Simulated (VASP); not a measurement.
# SiC (P6_3mc) in VASP: notebook

SiC is run at these levels: r2SCAN; tasks: single point, relaxation of shape and atoms at fixed volume.

All numbers are computed with VASP 6.6.1; they aren't measurements. Logs are shortened: lines on timing, memory, paths and dates and some standing lists are left out, and cuts for length are marked.

## 1. The cell of the first run

It takes space group P6_3mc (No. 186, hexagonal). The conventional cell has a = 3.075 Å, b = 3.075 Å, c = 5.048 Å, α = 90.00°, β = 90.00°, γ = 120.00°. Within 2.5 Å of Si (site symmetry 3m) lie 4 C at 1.88 to 1.90 Å. Within 2.5 Å of C (site symmetry 3m) lie 4 Si at 1.88 to 1.90 Å.

## 2. Single point, r2SCAN

POSCAR

```
SiC
1.0
    3.0751950046      0.0000000000      0.0000000000
   -1.5375975023      2.6631969956      0.0000000000
    0.0000000000      0.0000000000      5.0481668610
Si C
2 2
Direct
    0.3333333333      0.6666666667      0.0046028827
    0.6666666667      0.3333333333      0.5046028827
    0.3333333333      0.6666666667      0.3803971173
    0.6666666667      0.3333333333      0.8803971173
```

INCAR.step1

```
ALGO = Normal
EDIFF = 1E-4
ENCUT = 520
GGA = PE
ISMEAR = 0
LASPH = T
LCHARG = F
LREAL = F
LWAVE = T
NBANDS = 16
NELM = 60
PREC = Accurate
SIGMA = 0.02
```

INCAR.step2

```
ALGO = Normal
EDIFF = 1E-6
ENCUT = 520
ISIF = 2
ISMEAR = 0
ISTART = 1
LASPH = T
LCHARG = F
LMIXTAU = T
LREAL = F
LWAVE = F
METAGGA = R2SCAN
NBANDS = 16
NELM = 60
PREC = Accurate
SIGMA = 0.02
```

KPOINTS

```
k-points
0
Gamma
  12 12 6
```

Potentials or basis: VASP PAW PBE potentials, release 64 (Si, C).

On the command line:

```console
$ cat potpaw_PBE.64/Si/POTCAR potpaw_PBE.64/C/POTCAR > POTCAR
$ cp INCAR.step1 INCAR
$ mpirun -np 1 vasp_std > vasp.out
$ cp INCAR.step2 INCAR
$ mpirun -np 1 vasp_std > vasp.out
```

OUTCAR:

```text
EDIFF = 1E-6
   ENCUT = 520
   ISIF = 2
   ISMEAR = 0
   ISTART = 1
   LASPH = T
   LREAL = F
   METAGGA = R2SCAN
   NELM = 60
   PREC = Accurate

 ion  position               nearest neighbor table
   1  0.333  0.667  0.005-   4 1.88   4 1.88   4 1.88   3 1.90   2 3.09   2 3.09   2 3.09   2 3.09
                             2 3.09   2 3.09
   2  0.667  0.333  0.505-   3 1.88   3 1.88   3 1.88   4 1.90   1 3.09   1 3.09   1 3.09   1 3.09
                             1 3.09   1 3.09
   3  0.333  0.667  0.380-   2 1.88   2 1.88   2 1.88   1 1.90
   4  0.667  0.333  0.880-   1 1.88   1 1.88   1 1.88   2 1.90

  LATTYP: Found a hexagonal cell.
 ALAT       =     3.0751950046
 C/A-ratio  =     1.6415761776

  Lattice vectors:

 A1 = (   3.0751950046,   0.0000000000,   0.0000000000)
 A2 = (  -1.5375975023,   2.6631969956,   0.0000000000)
 A3 = (   0.0000000000,   0.0000000000,   5.0481668610)

Analysis of symmetry for initial positions (statically):
=====================================================================
 Subroutine PRICEL returns:
 Original cell was already a primitive cell.

 Routine SETGRP: Setting up the symmetry group for a
 hexagonal supercell.

 Subroutine GETGRP returns: Found 12 space group operations
 (whereof  6 operations were pure point group operations)
 out of a pool of 24 trial point group operations.

The static configuration has the point symmetry C_3v.
 The point group associated with its full space group is C_6v.

Analysis of symmetry for dynamics (positions and initial velocities):
=====================================================================
 Subroutine PRICEL returns:
 Original cell was already a primitive cell.

 Routine SETGRP: Setting up the symmetry group for a
 hexagonal supercell.

 Subroutine GETGRP returns: Found 12 space group operations
 (whereof  6 operations were pure point group operations)
 out of a pool of 24 trial point group operations.

The dynamic configuration has the point symmetry C_3v.
 The point group associated with its full space group is C_6v.

 Subroutine INISYM returns: Found 12 space group operations
 (whereof  6 operations are pure point group operations),
 and found     1 'primitive' translations

----------------------------------------------------------------------------------------

                                     Primitive cell

  volume of cell :      41.3437

  direct lattice vectors                    reciprocal lattice vectors
     3.075195005  0.000000000  0.000000000     0.325182630  0.187744279  0.000000000
    -1.537597502  2.663196996  0.000000000     0.000000000  0.375488558  0.000000000
     0.000000000  0.000000000  5.048166861     0.000000000  0.000000000  0.198091709

  length of vectors
     3.075195005  3.075195005  5.048166861     0.375488558  0.375488558  0.198091709

  position of ions in fractional coordinates (direct lattice)
     0.333333333  0.666666667  0.004602883
     0.666666667  0.333333333  0.504602883
     0.333333333  0.666666667  0.380397117
     0.666666667  0.333333333  0.880397117

  ion indices of the primitive-cell ions
   primitive index   ion index
                 1           1
                 2           2
                 3           3
                 4           4

----------------------------------------------------------------------------------------

 KPOINTS: k-points

Automatic generation of k-mesh.
 Grid dimensions read from file:
 generate k-points for:   12   12    6

 Generating k-lattice:

  Cartesian coordinates                     Fractional coordinates (reciprocal lattice)
     0.027098553  0.015645357  0.000000000     0.083333333  0.000000000  0.000000000
     0.000000000  0.031290713  0.000000000     0.000000000  0.083333333  0.000000000
     0.000000000  0.000000000  0.033015285     0.000000000  0.000000000  0.166666667

  Length of vectors
     0.031290713  0.031290713  0.033015285

  Shift w.r.t. Gamma in fractional coordinates (k-lattice)
     0.000000000  0.000000000  0.000000000

 Subroutine IBZKPT returns following result:
 ===========================================

 Found     76 irreducible k-points:

 Following reciprocal coordinates:
            Coordinates               Weight
  0.000000  0.000000  0.000000      1.000000
  0.083333  0.000000  0.000000      6.000000
  0.166667  0.000000  0.000000      6.000000
  0.250000  0.000000  0.000000      6.000000
  0.333333  0.000000  0.000000      6.000000
  0.416667  0.000000  0.000000      6.000000
[... 16 lines left out ...]
  0.250000  0.000000  0.166667     12.000000
  0.333333  0.000000  0.166667     12.000000
 [... further k-points ...]
   k-points           NKPTS =     76   k-points in BZ     NKDIM =     76   number of bands    NBANDS=     16
   number of dos      NEDOS =    301   number of ions     NIONS =      4
   total plane-waves  NPLWV =  23040
   dimension x,y,z NGX =    24 NGY =   24 NGZ =   40
   dimension x,y,z NGXF=    48 NGYF=   48 NGZF=   80
   ions per type =               2   2
   NGX,Y,Z   is equivalent  to a cutoff of  12.97, 12.97, 13.17 a.u.
   NGXF,Y,Z  is equivalent  to a cutoff of  25.95, 25.95, 26.35 a.u.
 SYSTEM =  unknown system
   PREC   = accura    normal or accurate (medium, high low for compatibility)
   ISTART =      1    job   : 0-new  1-cont  2-samecut
   ICHARG =      0    charge: 1-file 2-atom 10-const
   ISPIN  =      1    spin polarized calculation?
   LNONCOLLINEAR =      F non collinear calculations
   LSORBIT =      F    spin-orbit coupling
   LASPH  =      T    aspherical Exc in radial PAW
   ENCUT  =  520.0 eV  38.22 Ry    6.18 a.u.   5.72  5.72  9.39*2*pi/ulx,y,z
   NELM   =     60;   NELMIN=  2; NELMDL=  0     # of ELM steps
   EDIFF  = 0.1E-05   stopping-criterion for ELM
   LREAL  =      F    real-space projection
   EDIFFG = 0.1E-04   stopping-criterion for IOM
   NSW    =      0    number of steps for IOM
   IBRION =     -1    ionic relax: 0-MD 1-quasi-New 2-CG
   NFREE  =      0    steps in history (QN), initial steepest desc. (CG)
   ISIF   =      2    stress and relaxation
   ISYM   =      2    0-nonsym 1-usesym 2-fastsym
   POTIM  = 0.5000    time-step for ionic-motion
   TEBEG  =    0.0;   TEEND  =   0.0 temperature during run
   PSTRESS=    0.0 pullay stress
   NELECT =      16.0000    total number of electrons
   NUPDOWN=      -1.0000    fix difference up-down
   EMIN   =  10.00;   EMAX   =-10.00  energy-range for DOS
   EFERMI =   0.00;   METHOD = LEGACY
   ISMEAR =     0;   SIGMA  =   0.02  broadening in eV -4-tet -1-fermi 0-gaus
   EFERMI_NEDOS =   21; number of points for ismear=-14 and -15
   IALGO  =     38    algorithm
   IMIX   =      4    mixing-type and parameters
     AMIX     =   0.40;   BMIX     =  1.00
     AMIX_MAG =   1.60;   BMIX_MAG =  1.00
  volume/ion in A,a.u.               =      10.34        69.75
  Fermi-wavevector in a.u.,A,eV,Ry     =   1.193012  2.254466 19.364879  1.423278
  Thomas-Fermi vector in A             =   2.329037
   LORBIT       =      0    0 simple, 1 ext, 2 COOP (PROOUT), +10 PAW based schemes
   METAGGA = R2SCAN    functional components
   LHFCALC =     F    Hartree Fock is set to
   AEXX    =    0.0000 exact exchange contribution
   IVDW    =     0    specifies the selected vdW correction
   LEPSILON=     F    determine dielectric tensor
   LRPA    =     F    only Hartree local field effects (RPA)
 non-spin polarized calculation
 Gauss-broadening in eV      SIGMA  =   0.02
  energy-cutoff  :      520.00
  volume of cell :       41.34
 maximum number of plane-waves:      1126
 NGX is ok and might be reduce to    24
   NGX = 11   NGY = 11   NGZ = 19

 number of electron      15.9999999 magnetization

 Free energy of the ion-electron system (eV)
  ---------------------------------------------------
  ext. energy  EPLUGINS =         0.00000000
  ---------------------------------------------------
  free energy    TOTEN  =       -38.63791871 eV

  energy without entropy =      -38.63791871  energy(sigma->0) =      -38.63791871

 E-fermi :   8.3213     XC(G=0): -11.9295

 val. band max:        8.1469552436   @ k =   0.0000   0.0000   0.0000
 cond. band min:      10.8050421059   @ k =   0.3333   0.3333   0.0000
 fundamental gap:      2.6580868623
 Fermi energy:         8.3213260268

 k-point     1 :       0.0000    0.0000    0.0000
  band No.  band energies     occupation
      1      -8.2088      2.00000
      2      -4.5815      2.00000
      3      -0.8462      2.00000
      4       6.7617      2.00000
      5       6.7617      2.00000
      6       8.0328      2.00000
[... 8 lines left out ...]
     15      17.7271      0.00000
     16      20.1783      0.00000

 k-point     2 :       0.0833    0.0000    0.0000
  band No.  band energies     occupation
      1      -8.0839      2.00000
      2      -4.4762      2.00000
      3      -0.7309      2.00000
      4       6.0631      2.00000
      5       6.5427      2.00000
      6       7.6638      2.00000
[... 8 lines left out ...]
     15      18.0531      0.00000
     16      19.2014      0.00000

 k-point     3 :       0.1667    0.0000    0.0000
  band No.  band energies     occupation
      1      -7.7127      2.00000
      2      -4.1705      2.00000
      3      -0.3948      2.00000
      4       4.5305      2.00000
      5       6.0458      2.00000
      6       6.4959      2.00000
[... 8 lines left out ...]
     15      18.3901      0.00000
     16      18.7417      0.00000

 k-point     4 :       0.2500    0.0000    0.0000
  band No.  band energies     occupation
      1      -7.1080      2.00000
      2      -3.7068      2.00000
      3       0.1135      2.00000
      4       2.8577      2.00000
      5       5.0442      2.00000
      6       5.5049      2.00000
[... 8 lines left out ...]
     15      19.0103      0.00000
     16      19.6871      0.00000

 k-point     5 :       0.3333    0.0000    0.0000
  band No.  band energies     occupation
      1      -6.3013      2.00000
      2      -3.2167      2.00000
      3       0.4648      2.00000
      4       1.7225      2.00000
      5       3.5739      2.00000
      6       5.0568      2.00000
[... 8 lines left out ...]
     15      19.9063      0.00000
     16      21.1861      0.00000

 k-point     6 :       0.4167    0.0000    0.0000
  band No.  band energies     occupation
      1      -5.3870      2.00000
      2      -3.0704      2.00000
      3       0.0873      2.00000
      4       1.9915      2.00000
      5       2.3581      2.00000
      6       4.7682      2.00000
[... 8 lines left out ...]
     15      20.0370      0.00000
     16      21.4325      0.00000
[... 267 lines left out ...]
 k-point    21 :       0.0833    0.0000    0.1667
  band No.  band energies     occupation
      1      -7.9436      2.00000
      2      -5.0019      2.00000
      3       0.0201      2.00000
      4       6.1575      2.00000
      5       6.6281      2.00000
      6       7.0733      2.00000
[... 8 lines left out ...]
     15      17.7443      0.00000
     16      19.7461      0.00000

 k-point    22 :       0.1667    0.0000    0.1667
  band No.  band energies     occupation
      1      -7.5736      2.00000
      2      -4.6779      2.00000
      3       0.3166      2.00000
      4       4.6577      2.00000
      5       6.0950      2.00000
      6       6.1409      2.00000
[... 8 lines left out ...]
     15      18.5913      0.00000
     16      19.1050      0.00000

 k-point    23 :       0.2500    0.0000    0.1667
  band No.  band energies     occupation
      1      -6.9714      2.00000
      2      -4.1742      2.00000
      3       0.6974      2.00000
      4       3.0727      2.00000
      5       4.6439      2.00000
      6       5.6072      2.00000
[... 8 lines left out ...]
     15      19.6702      0.00000
     16      19.7490      0.00000

 k-point    24 :       0.3333    0.0000    0.1667
  band No.  band energies     occupation
      1      -6.1696      2.00000
      2      -3.5918      2.00000
      3       0.5519      2.00000
      4       2.3145      2.00000
      5       3.1596      2.00000
      6       5.1635      2.00000
[... 8 lines left out ...]
     15      20.3510      0.00000
     16      21.0784      0.00000

 [... further k-points ...]

------------------------ aborting loop because EDIFF is reached ----------------------------------------

  FORCE on cell =-STRESS in cart. coord.  units (eV):
  Direction    XX          YY          ZZ          XY          YZ          ZX
  --------------------------------------------------------------------------------------
  -------------------------------------------------------------------------------------
  Total       -0.0412681     -0.0412681     -0.0399275      0.0000000      0.0000000      0.0000000
  in kB       -1.5992481     -1.5992481     -1.5472930      0.0000000      0.0000000      0.0000000
  external PRESSURE =      -1.5819297 kB  Pullay stress =       0.0000000 kB

 VOLUME and BASIS-vectors are now :
 -----------------------------------------------------------------------------
  energy-cutoff  :      520.00
  volume of cell :       41.34
      direct lattice vectors                 reciprocal lattice vectors
     3.075195005  0.000000000  0.000000000     0.325182630  0.187744279  0.000000000
    -1.537597502  2.663196996  0.000000000     0.000000000  0.375488558  0.000000000
     0.000000000  0.000000000  5.048166861     0.000000000  0.000000000  0.198091709

 POSITION                                       TOTAL-FORCE (eV/Angst)
 -----------------------------------------------------------------------------------
     -0.00000      1.77546      0.02324         0.000000     -0.000000     -0.000534
      1.53760      0.88773      2.54732        -0.000000      0.000000     -0.000534
     -0.00000      1.77546      1.92031         0.000000      0.000000      0.000534
      1.53760      0.88773      4.44439        -0.000000      0.000000      0.000534
 -----------------------------------------------------------------------------------
    total drift:                               -0.000000     -0.000000     -0.000139

  FREE ENERGIE OF THE ION-ELECTRON SYSTEM (eV)
  ---------------------------------------------------
  free  energy   TOTEN  =       -38.6379187148 eV

  energy  without entropy=      -38.6379187148  energy(sigma->0) =      -38.63791871
```

Run time: 5.5 min. Hardware: 1 thread of AMD EPYC, shared host; peak memory 0.15 GiB.

Results:

* Free energy: -38.6379 eV
* Pressure: -0.2 GPa
* Band gap on the k mesh: 2.66 eV (least direct gap 4.48 eV)

Caveat: the PAW data sets were made with another functional, which shifts forces and pressure a little.

[end of part 1 of 2]
